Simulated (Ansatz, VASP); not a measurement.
Two plane-wave programs on AgCl

```xyz
2
Lattice="0.0000 2.7350 2.7350 2.7350 0.0000 2.7350 2.7350 2.7350 0.0000" Properties=species:S:1:pos:R:3 pbc="T T T"
Ag    0.0000    0.0000    0.0000
Cl    2.7350    2.7350    2.7350
```

Alike in both runs: functional PBE; k mesh 8 × 8 × 8; occupations fermi-dirac, width 0.02 eV; no spin polarisation.

|  | VASP | Ansatz |
| --- | --- | --- |
| version | VASP 6.6.1 | Ansatz 0.2.0 |
| potentials or method | VASP PAW PBE potentials, release 64 (Ag, Cl) | Ansatz PAW |
| plane-wave cutoff (eV) | 500 | 420 |
| valence electrons in the cell | 18 | 26 |
| task | single point | band structure |

```csv
,VASP,Ansatz,Ansatz less VASP
gap on the k mesh at the Fermi level (eV),0.90,0.91,+0.003
least direct gap on the mesh (eV),3.32,3.32,+0.002
pressure (GPa),3.8,3.9,+0.15
```

The functional is the same, so the differences come from potentials, cutoffs and numerics. VASP's potentials hold 18 valence electrons a cell and Ansatz's 26, so a difference there can come from the potentials and not from the codes.
